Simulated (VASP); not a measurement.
A run of VASP 6.6.1 is set up as follows.

INCAR

```
PREC     = Accurate       # precision mode
ENCUT    = 520            # plane-wave cutoff, eV
EDIFF    = 1E-6           # SCF threshold, eV
ISMEAR   = -1             # smearing method
SIGMA    = 0.05           # smearing width, eV
LREAL    = F              # projectors in reciprocal space
LASPH    = T              # aspherical terms in the spheres
NELM     = 80             # most SCF steps
ALGO     = Normal         # electronic algorithm
ISIF     = 2              # what is computed and relaxed
LWAVE    = F              # write WAVECAR
LCHARG   = F              # write CHGCAR
NBANDS   = 13             # bands
```

Contents of KPOINTS:

```
Automatic mesh
0
Gamma
  15 15 15
```

Contents of POSCAR:

```
Pb
1.0
   -1.9346816463      1.9346816463      1.9346816463
    1.9346816463     -1.9346816463      1.9346816463
    1.9346816463      1.9346816463     -1.9346816463
Pb
1
Direct
    0.0000000000      0.0000000000      0.0000000000
```

Potentials or basis: VASP PAW LDA potentials, release 64 (Pb_d).

Launch:

```console
$ cat potpaw_LDA.64/Pb_d/POTCAR > POTCAR
$ mpirun -np 1 vasp_std > vasp.out
```

Task: Estimate the band gap on the k mesh.

Result: Zero (band 7 reaches 15.52 eV, above the bottom of band 8 at 5.36 eV).

Task: What does it give for the pressure?

Result: 0.0 GPa.

Caveat: spin-orbit coupling is left out, which moves the levels of the heavy elements.
